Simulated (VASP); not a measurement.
A run of VASP 6.6.1 is set up as follows.

INCAR

```
SYSTEM = Na7Bi
  PREC = Accurate
  ENCUT = 520
  EDIFF = 1E-7
  ISMEAR = 0
  SIGMA = 0.1
  LREAL = .False.
  LASPH = .True.
  NELM = 100
  ALGO = Fast
  ISIF = 2
  LWAVE = .False.
  LCHARG = .False.
  GGA = PE
  NBANDS = 42
```

KPOINTS

```
Automatic mesh
0
Gamma
  6 6 6
  0 0 0
```

File POSCAR:

```
Na7Bi
1.0
    0.0000000000      5.0813389000      5.0813389000
    5.0813389000      0.0000000000      5.0813389000
    5.0813389000      5.0813389000      0.0000000000
Na Bi
7 1
Direct
    0.5000000000      0.0000000000      0.0000000000
    0.0000000000      0.5000000000      0.5000000000
    0.0000000000      0.5000000000      0.0000000000
    0.5000000000      0.0000000000      0.5000000000
    0.0000000000      0.0000000000      0.5000000000
    0.5000000000      0.5000000000      0.0000000000
    0.5000000000      0.5000000000      0.5000000000
    0.0000000000      0.0000000000      0.0000000000
```

Potentials or basis: VASP PAW PBE potentials, release 64 (Na_pv, Bi_d).

Command:

```console
$ cat potpaw_PBE.64/Na_pv/POTCAR potpaw_PBE.64/Bi_d/POTCAR > POTCAR
$ mpirun -np 1 vasp_std > vasp.out
```

Q: What does it give for the pressure?

A: 0.0 GPa.

Q: Estimate the band gap on the k mesh.

A: Zero (bands 32 and 33 overlap by 0.61 eV).

Caveat: spin-orbit coupling is left out, which moves the levels of the heavy elements.
